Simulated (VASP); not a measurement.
Input of a VASP 6.6.1 run:

Contents of INCAR:

```
  ALGO = Normal
  EDIFF = 1E-6
  EDIFFG = -0.01
  ENCUT = 600
  IBRION = 2
  ISIF = 3
  ISMEAR = -1
  LASPH = T
  LCHARG = F
  LREAL = F
  LWAVE = F
  NELM = 80
  NSW = 80
  PREC = Accurate
  SIGMA = 0.05
```

KPOINTS

```
k-points
0
Gamma
  14 14 14
```

The input POSCAR:

```
Cl
1.0
    2.9100000000      0.0000000000      0.0000000000
    0.0000000000      2.9100000000      0.0000000000
    0.0000000000      0.0000000000      2.9100000000
Cl
1
Direct
    0.0000000000      0.0000000000      0.0000000000
```

Potentials or basis: VASP PAW LDA potentials, release 64 (Cl).

Command:

```console
$ cat potpaw_LDA.64/Cl/POTCAR > POTCAR
$ mpirun -np 1 vasp_std > vasp.out
```

Q: Predict the relaxed volume.

A: 20.67 Å³/atom.

Q: Predict the space group after relaxing (to 0.05 Å).

A: Pm-3m (No. 221).

Final structure:
```xyz
1
Lattice="2.7443 0.0000 0.0000 0.0000 2.7443 0.0000 0.0000 0.0000 2.7443" Properties=species:S:1:pos:R:3 pbc="T T T"
Cl    0.0000    0.0000    0.0000
```

Caveat: the volume moved by over 15 % at a fixed basis, so the end points are rough; an odd number of electrons without spin polarisation forces a metal; a magnetic or distorted state may lie lower.
